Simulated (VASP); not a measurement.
Input of a VASP 6.6.1 run:

Contents of INCAR:

```
ALGO = Normal ; EDIFF = 1E-7
EDIFFG = -0.005 ; ENCUT = 600
GGA = PE ; IBRION = 2
ISIF = 3 ; ISMEAR = -1
IVDW = 12 ; LASPH = True
LCHARG = False ; LREAL = False
LWAVE = False ; NELM = 80
NSW = 80 ; PREC = Accurate
SIGMA = 0.02
```

Contents of KPOINTS:

```
k-points
0
Gamma
  8 8 8
```

Contents of POSCAR:

```
CdF2
1.0
    0.0000000000      2.6940000000      2.6940000000
    2.6940000000      0.0000000000      2.6940000000
    2.6940000000      2.6940000000      0.0000000000
Cd F
1 2
Direct
    0.0000000000      0.0000000000      0.0000000000
    0.2500000000      0.2500000000      0.2500000000
    0.7500000000      0.7500000000      0.7500000000
```

Potentials or basis: VASP PAW PBE potentials, release 64 (Cd, F).

The run is started by

```sh
$ cat potpaw_PBE.64/Cd/POTCAR potpaw_PBE.64/F/POTCAR > POTCAR
$ mpirun -np 1 vasp_std > vasp.out
```

(1) Estimate the space group after relaxing (to 0.1 Å).

(2) What does it give for the relaxed volume?

## Answers

(1) Fm-3m (No. 225).

(2) 13.52 Å³/atom.
